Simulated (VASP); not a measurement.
# Mg2Te3O (I4/mmm) in VASP: further runs, part 2 of 2

VASP 6.6.1. The steps go on from the part before.

**3. Single point, PBE**

This run uses another cell than the first one, of 31.63 Å³/atom, 1.220 times its volume.

File INCAR:

```
SYSTEM = Mg2Te3O
PREC = Accurate ; ENCUT = 520
EDIFF = 1E-7 ; ISMEAR = 0
SIGMA = 0.1 ; LREAL = .FALSE.
LASPH = .TRUE. ; NELM = 80
ALGO = Normal ; ISIF = 2
LWAVE = .FALSE. ; LCHARG = .FALSE.
GGA = PE ; NBANDS = 23
```

File KPOINTS:

```
Automatic mesh
0
G
  10 10 10
  0 0 0
```

File POSCAR:

```
Mg2Te3O
1.0
   -2.9092493019      2.9092493019      5.6058491349
    2.9092493019     -2.9092493019      5.6058491349
    2.9092493019      2.9092493019     -5.6058491349
Mg Te O
2 3 1
Direct
    0.7500000000      0.2500000000      0.5000000000
    0.2500000000      0.7500000000      0.5000000000
    0.5000000000      0.5000000000      0.0000000000
    0.5000000000      0.0000000000      0.5000000000
    0.0000000000      0.5000000000      0.5000000000
    0.0000000000      0.0000000000      0.0000000000
```

Potentials or basis: VASP PAW PBE potentials, release 64 (Mg, Te, O).

On the command line:

```console
$ cat potpaw_PBE.64/Mg/POTCAR potpaw_PBE.64/Te/POTCAR potpaw_PBE.64/O/POTCAR > POTCAR
$ mpirun -np 1 vasp_std > vasp.out
```

OUTCAR:

```text
SYSTEM = Mg2Te3O
   PREC = Accurate
   ENCUT = 520
   EDIFF = 1E-7
   ISMEAR = 0
   LREAL = .FALSE.
   LASPH = .TRUE.
   NELM = 80
   ISIF = 2
   GGA = PE

 ion  position               nearest neighbor table
   1  0.750  0.250  0.500-   4 2.80   5 2.80
   2  0.250  0.750  0.500-   4 2.80   5 2.80
   3  0.500  0.500  0.000-   4 2.91   5 2.91   4 2.91   5 2.91
   4  0.500  0.000  0.500-   1 2.80   2 2.80   3 2.91   3 2.91
   5  0.000  0.500  0.500-   1 2.80   2 2.80   3 2.91   3 2.91
   6  0.000  0.000  0.000-

  LATTYP: Found a body centered tetragonal cell.
 ALAT       =     5.8184986038
 C/A-ratio  =     1.9269057249

  Lattice vectors:

 A1 = (  -2.9092493019,   2.9092493019,   5.6058491349)
 A2 = (   2.9092493019,  -2.9092493019,   5.6058491349)
 A3 = (   2.9092493019,   2.9092493019,  -5.6058491349)

Analysis of symmetry for initial positions (statically):
=====================================================================
 Subroutine PRICEL returns:
 Original cell was already a primitive cell.

 Routine SETGRP: Setting up the symmetry group for a
 body centered tetragonal supercell.

 Subroutine GETGRP returns: Found 16 space group operations
 (whereof 16 operations were pure point group operations)
 out of a pool of 16 trial point group operations.

The static configuration has the point symmetry D_4h.

Analysis of symmetry for dynamics (positions and initial velocities):
=====================================================================
 Subroutine PRICEL returns:
 Original cell was already a primitive cell.

 Routine SETGRP: Setting up the symmetry group for a
 body centered tetragonal supercell.

 Subroutine GETGRP returns: Found 16 space group operations
 (whereof 16 operations were pure point group operations)
 out of a pool of 16 trial point group operations.

The dynamic configuration has the point symmetry D_4h.

 Subroutine INISYM returns: Found 16 space group operations
 (whereof 16 operations are pure point group operations),
 and found     1 'primitive' translations

----------------------------------------------------------------------------------------

                                     Primitive cell

  volume of cell :     189.7856

  direct lattice vectors                    reciprocal lattice vectors
    -2.909249302  2.909249302  5.605849135     0.000000000  0.171865642  0.089192554
     2.909249302 -2.909249302  5.605849135     0.171865642  0.000000000  0.089192554
     2.909249302  2.909249302 -5.605849135     0.171865642  0.171865642  0.000000000

  length of vectors
     6.953632685  6.953632685  6.953632685     0.193631378  0.193631378  0.243054722

  position of ions in fractional coordinates (direct lattice)
     0.750000000  0.250000000  0.500000000
     0.250000000  0.750000000  0.500000000
     0.500000000  0.500000000  0.000000000
     0.500000000  0.000000000  0.500000000
     0.000000000  0.500000000  0.500000000
     0.000000000  0.000000000  0.000000000

  ion indices of the primitive-cell ions
   primitive index   ion index
                 1           1
                 2           2
                 3           3
                 4           4
                 5           5
                 6           6

[... 23 lines left out ...]

 Found    102 irreducible k-points:

 Following reciprocal coordinates:
            Coordinates               Weight
  0.000000  0.000000  0.000000      1.000000
  0.100000  0.000000  0.000000      8.000000
  0.200000  0.000000  0.000000      8.000000
  0.300000 -0.000000  0.000000      8.000000
  0.400000  0.000000 -0.000000      8.000000
  0.500000  0.000000  0.000000      4.000000
[... 16 lines left out ...]
  0.300000  0.300000  0.000000      8.000000
  0.400000  0.300000  0.000000     16.000000
 [... further k-points ...]
   k-points           NKPTS =    102   k-points in BZ     NKDIM =    102   number of bands    NBANDS=     23
   number of dos      NEDOS =    301   number of ions     NIONS =      6
   total plane-waves  NPLWV = 157464
   dimension x,y,z NGX =    54 NGY =   54 NGZ =   54
   dimension x,y,z NGXF=   108 NGYF=  108 NGZF=  108
   ions per type =               2   3   1
   NGX,Y,Z   is equivalent  to a cutoff of  12.91, 12.91, 12.91 a.u.
   NGXF,Y,Z  is equivalent  to a cutoff of  25.82, 25.82, 25.82 a.u.
 SYSTEM =  Mg2Te3O
   PREC   = accura    normal or accurate (medium, high low for compatibility)
   ISTART =      0    job   : 0-new  1-cont  2-samecut
   ICHARG =      2    charge: 1-file 2-atom 10-const
   ISPIN  =      1    spin polarized calculation?
   LNONCOLLINEAR =      F non collinear calculations
   LSORBIT =      F    spin-orbit coupling
   LASPH  =      T    aspherical Exc in radial PAW
   ENCUT  =  520.0 eV  38.22 Ry    6.18 a.u.  12.93 12.93 12.93*2*pi/ulx,y,z
   NELM   =     80;   NELMIN=  2; NELMDL= -5     # of ELM steps
   EDIFF  = 0.1E-06   stopping-criterion for ELM
   LREAL  =      F    real-space projection
   EDIFFG = 0.1E-05   stopping-criterion for IOM
   NSW    =      0    number of steps for IOM
   IBRION =     -1    ionic relax: 0-MD 1-quasi-New 2-CG
   NFREE  =      0    steps in history (QN), initial steepest desc. (CG)
   ISIF   =      2    stress and relaxation
   ISYM   =      2    0-nonsym 1-usesym 2-fastsym
   POTIM  = 0.5000    time-step for ionic-motion
   TEBEG  =    0.0;   TEEND  =   0.0 temperature during run
   PSTRESS=    0.0 pullay stress
   NELECT =      28.0000    total number of electrons
   NUPDOWN=      -1.0000    fix difference up-down
   EMIN   =  10.00;   EMAX   =-10.00  energy-range for DOS
   EFERMI =   0.00;   METHOD = LEGACY
   ISMEAR =     0;   SIGMA  =   0.10  broadening in eV -4-tet -1-fermi 0-gaus
   EFERMI_NEDOS =   21; number of points for ismear=-14 and -15
   IALGO  =     38    algorithm
   IMIX   =      4    mixing-type and parameters
     AMIX     =   0.40;   BMIX     =  1.00
     AMIX_MAG =   1.60;   BMIX_MAG =  1.00
  volume/ion in A,a.u.               =      31.63       213.46
  Fermi-wavevector in a.u.,A,eV,Ry     =   0.865047  1.634702 10.181328  0.748306
  Thomas-Fermi vector in A             =   1.983233
   LORBIT       =      0    0 simple, 1 ext, 2 COOP (PROOUT), +10 PAW based schemes
   GGA     = PE    functional components
   LHFCALC =     F    Hartree Fock is set to
   AEXX    =    0.0000 exact exchange contribution
   IVDW    =     0    specifies the selected vdW correction
   LEPSILON=     F    determine dielectric tensor
   LRPA    =     F    only Hartree local field effects (RPA)
 non-spin polarized calculation
 Gauss-broadening in eV      SIGMA  =   0.10
  energy-cutoff  :      520.00
  volume of cell :      189.79
 maximum number of plane-waves:      5137
 NGX is ok and might be reduce to    54
   NGX = 25   NGY = 25   NGZ = 25

 number of electron      28.0000001 magnetization

 Free energy of the ion-electron system (eV)
  ---------------------------------------------------
  ext. energy  EPLUGINS =         0.00000000
  ---------------------------------------------------
  free energy    TOTEN  =       -15.51033775 eV

  energy without entropy =      -15.49161748  energy(sigma->0) =      -15.50097761

 E-fermi :   3.4161     XC(G=0):  -8.0953

 val. band max:        3.4074933766   @ k =   0.2000   0.2000   0.1000
 cond. band min:       3.4203755595   @ k =   0.5000   0.5000   0.3000
 fundamental gap:      0.0128821829
 Fermi energy:         3.4161078294

 k-point     1 :       0.0000    0.0000    0.0000
  band No.  band energies     occupation
      1     -12.7153      2.00000
      2      -9.8470      2.00000
      3      -7.7718      2.00000
      4      -5.6514      2.00000
      5      -2.4948      2.00000
      6      -2.4948      2.00000
[... 613 lines left out ...]
     22       8.2948      0.00000
     23       8.6645      0.00000

 [... further k-points ...]
[... 5 lines left out ...]
  --------------------------------------------------------------------------------------
  -------------------------------------------------------------------------------------
  Total       -0.0726421     -0.0726421     -0.0263169      0.0000000      0.0000000     -0.0000000
  in kB       -0.6132476     -0.6132476     -0.2221684      0.0000000      0.0000000     -0.0000000
  external PRESSURE =      -0.4828879 kB  Pullay stress =       0.0000000 kB

 VOLUME and BASIS-vectors are now :
 -----------------------------------------------------------------------------
  energy-cutoff  :      520.00
  volume of cell :      189.79
      direct lattice vectors                 reciprocal lattice vectors
    -2.909249302  2.909249302  5.605849135     0.000000000  0.171865642  0.089192554
     2.909249302 -2.909249302  5.605849135     0.171865642  0.000000000  0.089192554
     2.909249302  2.909249302 -5.605849135     0.171865642  0.171865642  0.000000000

 POSITION                                       TOTAL-FORCE (eV/Angst)
 -----------------------------------------------------------------------------------
      0.00000      2.90925      2.80292         0.000000     -0.000000      0.000000
      2.90925      0.00000      2.80292        -0.000000      0.000000     -0.000000
      0.00000      0.00000      5.60585         0.000000     -0.000000     -0.000000
      0.00000      2.90925      0.00000         0.000000     -0.000000     -0.000000
      2.90925      0.00000      0.00000         0.000000     -0.000000     -0.000000
      0.00000      0.00000      0.00000         0.000000     -0.000000     -0.000000
 -----------------------------------------------------------------------------------
    total drift:                                0.000000      0.000000     -0.000000

  FREE ENERGIE OF THE ION-ELECTRON SYSTEM (eV)
  ---------------------------------------------------
  free  energy   TOTEN  =       -15.5103377491 eV

  energy  without entropy=      -15.4916174807  energy(sigma->0) =      -15.50097761
```

It took 8.3 min on 1 thread of AMD EPYC 9R45 (Zen 5), shared host; peak memory 0.67 GiB.

Results:

- Free energy: -15.5103 eV
- Pressure: 0.0 GPa
- Band gap on the k mesh: zero (band 14 reaches 4.23 eV, above the bottom of band 15 at 2.62 eV)

Caveat: spin-orbit coupling is left out, which moves the levels of the heavy elements.
